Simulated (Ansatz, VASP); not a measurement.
This is a calculation of NiO for Ansatz 0.2.0.

The input input.yaml:

```yaml
crystal:
  lattice:
    - [2.5537379567, 0.0, 0.0]
    - [0.0, 2.5537379567, 0.0]
    - [0.0, 0.0, 2.5537379567]
  atoms:
    - { symbol: Ni, position: [0.0, 0.0, 0.0], spin: 1.0 }
    - { symbol: O, position: [0.5, 0.5, 0.5] }
hamiltonian:
  xc: pbe
  pseudopotentials: { kind: paw }
magnetization:
  spin_polarized: true
kpoints:
  mp_grid: { grid: [11, 11, 11] }
scf:
  occupations: { method: fermi_dirac, width: 0.05 }
output:
  forces: true
  stress: true
  eigenvalues: true
```

Potentials or basis: Ansatz PAW.

Launch:

```bash
$ ansatz run input.yaml --threads 1 --pin off --max-ram 3584MiB --backend cpu --events-out ev --progress --plain --runs-dir out
```

Task: Translate it to VASP 6.6.1. Potentials there: VASP PAW PBE potentials, release 64 (Ni_sv_GW, O).

Result: As run (the cutoff follows the program's own potentials):

File INCAR:

```
SYSTEM = NiO
PREC     = Accurate       ! precision mode
ENCUT    = 600            ! plane-wave cutoff, eV
EDIFF    = 1E-6           ! SCF threshold, eV
ISMEAR   = -1             ! smearing method
SIGMA    = 0.05           ! smearing width, eV
LREAL    = .FALSE.        ! projectors in reciprocal space
LASPH    = .TRUE.         ! aspherical terms in the spheres
NELM     = 200            ! most SCF steps
ALGO     = Normal         ! electronic algorithm
ISIF     = 2              ! what is computed and relaxed
LWAVE    = .FALSE.        ! write WAVECAR
LCHARG   = .FALSE.        ! write CHGCAR
ISPIN    = 2              ! spin polarisation
MAGMOM   = 1 0            ! initial moments
LORBIT   = 11             ! projections on sites
LMAXMIX  = 4              ! l up to which the mixer works
GGA      = PE             ! functional
NBANDS   = 23             ! bands
GGA_COMPAT= .FALSE.
```

KPOINTS

```
Automatic mesh
0
G
  11 11 11
  0 0 0
```

POSCAR

```
NiO
1.0
    2.5537379567      0.0000000000      0.0000000000
    0.0000000000      2.5537379567      0.0000000000
    0.0000000000      0.0000000000      2.5537379567
Ni O
1 1
Direct
    0.0000000000      0.0000000000      0.0000000000
    0.5000000000      0.5000000000      0.5000000000
```

Potentials or basis: VASP PAW PBE potentials, release 64 (Ni_sv_GW, O).

Run with:

```bash
$ cat potpaw_PBE.64/Ni_sv_GW/POTCAR potpaw_PBE.64/O/POTCAR > POTCAR
$ mpirun -np 1 vasp_std > vasp.out
```

Both were run:

|  | VASP | Ansatz | Ansatz less VASP |
| --- | --- | --- | --- |
| gap on the k mesh at the Fermi level (eV) | none | none | - |
| pressure (GPa) | 11.4 | 13.8 | +2.44 |
| net moment per atom (μB) | 0.87 | 0.88 | +0.008 |
| size of the moment on the site where the two differ most (μB) | 0.43 | 0.46 | +0.033 |

Site moments also hang on the region over which each program counts them. A gap of «none» marks a metal or a gap that the smearing closes.
